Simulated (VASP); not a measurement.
# Al2O (P4_2/mmc) in VASP: relaxation of cell and atoms with PBE

Aim: the relaxation of cell and atoms of Al2O with PBE.

Program: VASP 6.6.1. These are calculated values, not measurements. Logs are shortened: lines on timing, memory, paths and dates and some standing lists are left out, and cuts for length are marked.

**1. The cell of the first run**

The structure is tetragonal, space group P4_2/mmc (No. 131). The conventional cell has a = 4.602 Å, b = 4.602 Å, c = 4.096 Å, α = 90.00°, β = 90.00°, γ = 90.00°. Within 2.7 Å of Al (site symmetry -4m2) lie 6 Al at 2.05 to 2.52 Å. Al (site symmetry mmm) has 6 O at 2.30 to 3.08 Å and 4 Al at 2.52 Å within 3.1 Å. Within 2.7 Å of O (site symmetry mmm) lie 2 O at 2.05 Å and 2 Al at 2.30 Å.

The cell was generated, and may not be a known phase.

**2. Relaxation of cell and atoms, PBE**

INCAR

```
SYSTEM = Al2O
  PREC = Accurate
  ENCUT = 1340
  EDIFF = 1E-7
  ISMEAR = 0
  SIGMA = 0.1
  LREAL = .FALSE.
  LASPH = .TRUE.
  NELM = 120
  ALGO = Normal
  ISIF = 3
  LWAVE = .FALSE.
  LCHARG = .FALSE.
  GGA = PE
  IBRION = 2
  NSW = 90
  EDIFFG = -0.04
  GGA_COMPAT = .FALSE.
  NELMIN = 4
```

KPOINTS

```
Automatic mesh
0
G
  4 4 4
  0 0 0
```

POSCAR

```
Al2O
1.0
    4.6023649400      0.0000000000      0.0000000000
    0.0000000000      4.6023649400      0.0000000000
    0.0000000000      0.0000000000      4.0957908400
Al O
4 2
Direct
    0.0000000000      0.0000000000      0.2500000000
    0.0000000000      0.0000000000      0.7500000000
    0.0000000000      0.5000000000      0.5000000000
    0.5000000000      0.0000000000      0.0000000000
    0.5000000000      0.5000000000      0.0000000000
    0.5000000000      0.5000000000      0.5000000000
```

Potentials or basis: VASP PAW PBE potentials, release 64 (Al, O_h).

Launch:

```console
> cat potpaw_PBE.64/Al/POTCAR potpaw_PBE.64/O_h/POTCAR > POTCAR
> mpirun -np 1 vasp_std > vasp.out
```

OUTCAR:

```text
SYSTEM = Al2O
   PREC = Accurate
   ENCUT = 1340
   EDIFF = 1E-7
   ISMEAR = 0
   LREAL = .FALSE.
   LASPH = .TRUE.
   NELM = 120
   ISIF = 3
   GGA = PE
   IBRION = 2
   NSW = 90
   EDIFFG = -0.04
   NELMIN = 4

 ion  position               nearest neighbor table
   1  0.000  0.000  0.250-   2 2.05   2 2.05   4 2.52   3 2.52   3 2.52   4 2.52
   2  0.000  0.000  0.750-   1 2.05   1 2.05   4 2.52   3 2.52   3 2.52   4 2.52
   3  0.000  0.500  0.500-   6 2.30   6 2.30   1 2.52   1 2.52   2 2.52   2 2.52
   4  0.500  0.000  0.000-   5 2.30   5 2.30   1 2.52   2 2.52   1 2.52   2 2.52
   5  0.500  0.500  0.000-   4 2.30   4 2.30
   6  0.500  0.500  0.500-   3 2.30   3 2.30

  LATTYP: Found a simple tetragonal cell.
 ALAT       =     4.6023649400
 C/A-ratio  =     0.8899317836

  Lattice vectors:

 A1 = (   4.6023649400,   0.0000000000,   0.0000000000)
 A2 = (   0.0000000000,   4.6023649400,   0.0000000000)
 A3 = (   0.0000000000,   0.0000000000,   4.0957908400)

Analysis of symmetry for initial positions (statically):
=====================================================================
 Subroutine PRICEL returns:
 Original cell was already a primitive cell.

 Routine SETGRP: Setting up the symmetry group for a
 simple tetragonal supercell.

 Subroutine GETGRP returns: Found 16 space group operations
 (whereof  8 operations were pure point group operations)
 out of a pool of 16 trial point group operations.

The static configuration has the point symmetry D_2h.
 The point group associated with its full space group is D_4h.

Analysis of symmetry for dynamics (positions and initial velocities):
=====================================================================
 Subroutine PRICEL returns:
 Original cell was already a primitive cell.

 Routine SETGRP: Setting up the symmetry group for a
 simple tetragonal supercell.

 Subroutine GETGRP returns: Found 16 space group operations
 (whereof  8 operations were pure point group operations)
 out of a pool of 16 trial point group operations.

The dynamic configuration has the point symmetry D_2h.
 The point group associated with its full space group is D_4h.

 Subroutine INISYM returns: Found 16 space group operations
 (whereof  8 operations are pure point group operations),
 and found     1 'primitive' translations

----------------------------------------------------------------------------------------

                                     Primitive cell

  volume of cell :      86.7561

  direct lattice vectors                    reciprocal lattice vectors
     4.602364940  0.000000000  0.000000000     0.217279597  0.000000000  0.000000000
     0.000000000  4.602364940  0.000000000     0.000000000  0.217279597  0.000000000
     0.000000000  0.000000000  4.095790840     0.000000000  0.000000000  0.244153093

  length of vectors
     4.602364940  4.602364940  4.095790840     0.217279597  0.217279597  0.244153093

  position of ions in fractional coordinates (direct lattice)
     0.000000000  0.000000000  0.250000000
     0.000000000  0.000000000  0.750000000
     0.000000000  0.500000000  0.500000000
     0.500000000  0.000000000  0.000000000
     0.500000000  0.500000000  0.000000000
     0.500000000  0.500000000  0.500000000

  ion indices of the primitive-cell ions
   primitive index   ion index
                 1           1
                 2           2
                 3           3
                 4           4
                 5           5
                 6           6

----------------------------------------------------------------------------------------

 KPOINTS: Automatic mesh

Automatic generation of k-mesh.
 Grid dimensions read from file:
 generate k-points for:    4    4    4

 Generating k-lattice:

  Cartesian coordinates                     Fractional coordinates (reciprocal lattice)
     0.054319899  0.000000000  0.000000000     0.250000000  0.000000000  0.000000000
     0.000000000  0.054319899  0.000000000     0.000000000  0.250000000  0.000000000
     0.000000000  0.000000000  0.061038273     0.000000000  0.000000000  0.250000000

  Length of vectors
     0.054319899  0.054319899  0.061038273

  Shift w.r.t. Gamma in fractional coordinates (k-lattice)
     0.000000000  0.000000000  0.000000000

 Subroutine IBZKPT returns following result:
 ===========================================

 Found     18 irreducible k-points:

 Following reciprocal coordinates:
            Coordinates               Weight
  0.000000  0.000000  0.000000      1.000000
  0.250000  0.000000  0.000000      4.000000
  0.500000  0.000000  0.000000      2.000000
  0.250000  0.250000  0.000000      4.000000
  0.500000  0.250000  0.000000      4.000000
  0.500000  0.500000  0.000000      1.000000
[... 10 lines left out ...]
  0.500000  0.250000  0.500000      4.000000
  0.500000  0.500000  0.500000      1.000000
   k-points           NKPTS =     18   k-points in BZ     NKDIM =     18   number of bands    NBANDS=     16
   number of dos      NEDOS =    301   number of ions     NIONS =      6
   total plane-waves  NPLWV = 156800
   dimension x,y,z NGX =    56 NGY =   56 NGZ =   50
   dimension x,y,z NGXF=   112 NGYF=  112 NGZF=  100
   ions per type =               4   2
   NGX,Y,Z   is equivalent  to a cutoff of  20.23, 20.23, 20.29 a.u.
   NGXF,Y,Z  is equivalent  to a cutoff of  40.46, 40.46, 40.59 a.u.
 SYSTEM =  Al2O
   PREC   = accura    normal or accurate (medium, high low for compatibility)
   ISTART =      0    job   : 0-new  1-cont  2-samecut
   ICHARG =      2    charge: 1-file 2-atom 10-const
   ISPIN  =      1    spin polarized calculation?
   LNONCOLLINEAR =      F non collinear calculations
   LSORBIT =      F    spin-orbit coupling
   LASPH  =      T    aspherical Exc in radial PAW
   ENCUT  = 1340.0 eV  98.49 Ry    9.92 a.u.  13.74 13.74 12.22*2*pi/ulx,y,z
   NELM   =    120;   NELMIN=  4; NELMDL= -5     # of ELM steps
   EDIFF  = 0.1E-06   stopping-criterion for ELM
   LREAL  =      F    real-space projection
   EDIFFG = -.4E-01   stopping-criterion for IOM
   NSW    =     90    number of steps for IOM
   IBRION =      2    ionic relax: 0-MD 1-quasi-New 2-CG
   NFREE  =      1    steps in history (QN), initial steepest desc. (CG)
   ISIF   =      3    stress and relaxation
   ISYM   =      2    0-nonsym 1-usesym 2-fastsym
   POTIM  = 0.5000    time-step for ionic-motion
   TEBEG  =    0.0;   TEEND  =   0.0 temperature during run
   PSTRESS=    0.0 pullay stress
   NELECT =      24.0000    total number of electrons
   NUPDOWN=      -1.0000    fix difference up-down
   EMIN   =  10.00;   EMAX   =-10.00  energy-range for DOS
   EFERMI =   0.00;   METHOD = LEGACY
   ISMEAR =     0;   SIGMA  =   0.10  broadening in eV -4-tet -1-fermi 0-gaus
   EFERMI_NEDOS =   21; number of points for ismear=-14 and -15
   IALGO  =     38    algorithm
   IMIX   =      4    mixing-type and parameters
     AMIX     =   0.40;   BMIX     =  1.00
     AMIX_MAG =   1.60;   BMIX_MAG =  1.00
  volume/ion in A,a.u.               =      14.46        97.58
  Fermi-wavevector in a.u.,A,eV,Ry     =   1.066707  2.015785 15.481587  1.137865
  Thomas-Fermi vector in A             =   2.202300
   LORBIT       =      0    0 simple, 1 ext, 2 COOP (PROOUT), +10 PAW based schemes
   GGA     = PE    functional components
   LHFCALC =     F    Hartree Fock is set to
   AEXX    =    0.0000 exact exchange contribution
   IVDW    =     0    specifies the selected vdW correction
   LEPSILON=     F    determine dielectric tensor
   LRPA    =     F    only Hartree local field effects (RPA)
 conjugate gradient relaxation of ions
 non-spin polarized calculation
 Gauss-broadening in eV      SIGMA  =   0.10
  energy-cutoff  :     1340.00
  volume of cell :       86.76
 maximum number of plane-waves:      9704
 NGX is ok and might be reduce to    56
   NGX = 27   NGY = 27   NGZ = 25

--------------------------------------- Ionic step        1  -------------------------------------------

 number of electron      24.0000002 magnetization

 Free energy of the ion-electron system (eV)
  ---------------------------------------------------
  ext. energy  EPLUGINS =         0.00000000
  ---------------------------------------------------
  free energy    TOTEN  =       -21.20305731 eV

  energy without entropy =      -21.19205231  energy(sigma->0) =      -21.19755481

------------------------ aborting loop because EDIFF is reached ----------------------------------------

  FORCE on cell =-STRESS in cart. coord.  units (eV):
  Direction    XX          YY          ZZ          XY          YZ          ZX
  --------------------------------------------------------------------------------------
  -------------------------------------------------------------------------------------
  Total        0.4570747      0.4570747     24.9253475     -0.0000000      0.0000000      0.0000000
  in kB        8.4410772      8.4410772    460.3116091     -0.0000000      0.0000000      0.0000000
  external PRESSURE =     159.0645878 kB  Pullay stress =       0.0000000 kB
[... 101 lines left out ...]
  FREE ENERGIE OF THE ION-ELECTRON SYSTEM (eV)
  ---------------------------------------------------
  free  energy   TOTEN  =       -23.5794853361 eV

  energy  without entropy=      -23.5611236679  energy(sigma->0) =      -23.57030450

 E-fermi :   6.5994     XC(G=0): -10.0913

 val. band max:        6.5931437024   @ k =   0.2500   0.2500   0.0000
 cond. band min:       6.6377762433   @ k =   0.2500   0.2500   0.2500
 fundamental gap:      0.0446325409
 Fermi energy:         6.5993502631

 k-point     1 :       0.0000    0.0000    0.0000
  band No.  band energies     occupation
      1     -12.8718      2.00000
      2     -12.7011      2.00000
      3      -1.1115      2.00000
      4      -0.9165      2.00000
      5       0.4238      2.00000
      6       0.4238      2.00000
[... 8 lines left out ...]
     15      10.5824      0.00000
     16      10.5824      0.00000
[... 306 lines left out ...]
  band No.  band energies     occupation
      1     -12.3196      2.00000
      2     -12.3196      2.00000
      3      -1.3871      2.00000
      4      -1.3871      2.00000
      5       1.5333      2.00000
      6       1.5333      2.00000
[... 8 lines left out ...]
     15       7.7668      0.00000
     16       7.7668      0.00000

[... ionic steps 4 to 16 ...]

--------------------------------------- Ionic step       17  -------------------------------------------

 number of electron      24.0000003 magnetization

------------------------ aborting loop because EDIFF is reached ----------------------------------------

  FORCE on cell =-STRESS in cart. coord.  units (eV):
  Direction    XX          YY          ZZ          XY          YZ          ZX
  --------------------------------------------------------------------------------------
  -------------------------------------------------------------------------------------
  Total        0.3426266      0.3426266      0.4170172      0.0000000      0.0000000      0.0000000
  in kB        5.7809200      5.7809200      7.0360663      0.0000000      0.0000000      0.0000000
  external PRESSURE =       6.1993021 kB  Pullay stress =       0.0000000 kB
[... 65 lines left out ...]
  energy  without entropy=      -26.8213117870  energy(sigma->0) =      -26.83496507

--------------------------------------- Ionic step       19  -------------------------------------------

 number of electron      24.0000003 magnetization

 Free energy of the ion-electron system (eV)
  ---------------------------------------------------
  ext. energy  EPLUGINS =         0.00000000
  ---------------------------------------------------
  free energy    TOTEN  =       -26.84965045 eV

  energy without entropy =      -26.82226165  energy(sigma->0) =      -26.83595605

 E-fermi :   5.2233     XC(G=0):  -9.5355

 val. band max:        5.1990436471   @ k =   0.5000   0.2500   0.0000
 cond. band min:       5.2918342217   @ k =   0.2500   0.2500   0.0000
 fundamental gap:      0.0927905746
 Fermi energy:         5.2233171106

 k-point     1 :       0.0000    0.0000    0.0000
  band No.  band energies     occupation
      1     -13.4661      2.00000
      2     -13.3442      2.00000
      3      -1.9765      2.00000
      4      -1.6549      2.00000
      5      -0.3805      2.00000
      6      -0.3805      2.00000
[... 8 lines left out ...]
     15       8.5232      0.00000
     16       8.5970      0.00000
[... 354 lines left out ...]
  FREE ENERGIE OF THE ION-ELECTRON SYSTEM (eV)
  ---------------------------------------------------
  free  energy   TOTEN  =       -26.8496504508 eV

  energy  without entropy=      -26.8222616546  energy(sigma->0) =      -26.83595605

 reached required accuracy - stopping structural energy minimisation
```

It took 14 min on 1 thread of Intel Xeon 6975P-C (Granite Rapids), shared host; peak memory 0.48 GiB.

What came out:

```yaml
Free_energy: -26.8497 eV
Relaxed_volume: 15.93 Å³/atom
Relaxed_cell: a = 3.648 Å, b = 3.648 Å, c = 7.180 Å, α = 90.00°, β = 90.00°, γ = 90.00°
Space_group_after_relaxing_to_0.1_Å: P4_2/mmc (No. 131)
Energy_gained_by_relaxing: 941.1 meV/atom
Ionic_steps: 19
Pressure_after_relaxing: 0.0 GPa
Band_gap_on_the_k_mesh: zero (bands 12 and 13 overlap by 3.54 eV)
```

The path:
| step | energy change (eV) | largest force (eV/Å) | pressure (GPa) | volume (Å³) |
| --- | --- | --- | --- | --- |
| 1 | 0.0000 | 0.0000 | 15.91 | 86.76 |
| 2 | -2.3192 | 0.0000 | -4.19 | 104.91 |
| 3 | -2.3764 | 0.0000 | -5.66 | 107.63 |
| 4 | -2.3977 | 0.0000 | -7.91 | 113.10 |
| 5 | -3.4612 | 0.0000 | -2.36 | 102.51 |
| 6 | -1.8136 | 0.0000 | 59.63 | 69.62 |
| 7 | -4.2495 | 0.0000 | 6.72 | 91.87 |
| 8 | -4.3135 | 0.0000 | 14.87 | 85.93 |
| 9 | -4.6481 | 0.0000 | 15.35 | 85.55 |
| 10 | -4.9940 | 0.0000 | 19.12 | 83.12 |
| 11 | -5.4753 | 0.0000 | 8.08 | 89.00 |
| 12 | -5.5746 | 0.0000 | -0.05 | 94.56 |
| 13 | -5.5788 | 0.0000 | 1.25 | 93.58 |
| 14 | -5.6003 | 0.0000 | 1.09 | 93.83 |
| 15 | -5.6390 | 0.0000 | 0.75 | 94.54 |
| 16 | -5.6167 | 0.0000 | 0.40 | 95.80 |
| 17 | -5.6455 | 0.0000 | 0.62 | 94.96 |
| 18 | -5.6456 | 0.0000 | 0.61 | 94.99 |
| 19 | -5.6466 | 0.0000 | -0.05 | 95.55 |

Final structure:
```
Al O
1.0
     3.64794    0.00000    0.00000
     0.00000    3.64794    0.00000
     0.00000    0.00000    7.18020
Al O
4 2
Direct
  0.00000 0.00000 0.25000
  0.00000 0.00000 0.75000
  0.00000 0.50000 0.50000
  0.50000 0.00000 0.00000
  0.50000 0.50000 0.00000
  0.50000 0.50000 0.50000
```

Caveat: the k points lie up to 0.43 Å⁻¹ apart in the final cell, too coarse for converged energies and pressures of a metal; a cell axis changed by over 15 % at a fixed basis, so the end point is rough.

The gap in the log of VASP goes by the Fermi energy; the results here count the filled bands.